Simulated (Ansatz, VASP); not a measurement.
## Two plane-wave programs on TiPt3

The input INCAR:

```
  PREC = Accurate
  ENCUT = 520
  EDIFF = 1E-7
  ISMEAR = 0
  SIGMA = 0.1
  LREAL = F
  LASPH = T
  NELM = 100
  ALGO = Fast
  ISIF = 2
  LWAVE = F
  LCHARG = F
  GGA = PE
  NBANDS = 29
```

File KPOINTS:

```
regular mesh
0
Gamma
  12 12 12
```

POSCAR

```
TiPt3
1.0
    3.8970000000      0.0000000000      0.0000000000
    0.0000000000      3.8970000000      0.0000000000
    0.0000000000      0.0000000000      3.8970000000
Ti Pt
1 3
Direct
    0.0000000000      0.0000000000      0.0000000000
    0.0000000000      0.5000000000      0.5000000000
    0.5000000000      0.0000000000      0.5000000000
    0.5000000000      0.5000000000      0.0000000000
```

Input for Ansatz:

```yaml
crystal:
  lattice:
    - [3.897, 0.0, 0.0]
    - [0.0, 3.897, 0.0]
    - [0.0, 0.0, 3.897]
  atoms:
    - { symbol: Ti, position: [0.0, 0.0, 0.0] }
    - { symbol: Pt, position: [0.0, 0.5, 0.5] }
    - { symbol: Pt, position: [0.5, 0.0, 0.5] }
    - { symbol: Pt, position: [0.5, 0.5, 0.0] }
basis:
  ecutwfc: 420
kpoints:
  mp_grid: { grid: [12, 12, 12] }
hamiltonian:
  xc: pbe
scf:
  occupations: { method: gaussian, width: 0.1 }
output:
  forces: true
  stress: true
  eigenvalues: true
  populations: true
```

Alike in both runs: task single point; functional PBE; k mesh 12 × 12 × 12; occupations gaussian, width 0.1 eV; no spin polarisation.

|  | VASP | Ansatz |
| --- | --- | --- |
| version | VASP 6.6.1 | Ansatz 0.2.0 |
| potentials or method | VASP PAW PBE potentials, release 64 (Ti_sv, Pt), cutoff 520 eV | scalar-relativistic, plane waves, PAW |
| valence electrons in the cell | 42 | 66 |

|  | VASP | Ansatz | Ansatz less VASP |
| --- | --- | --- | --- |
| gap on the k mesh at the Fermi level (eV) | none | none | - |
| pressure (GPa) | 9.7 | 10.1 | +0.38 |

A gap of «none» marks a metal or a gap that the smearing closes. VASP's potentials hold 42 valence electrons a cell and Ansatz's 66, so a difference there can come from the potentials and not from the codes.

Spin-orbit coupling is off throughout.
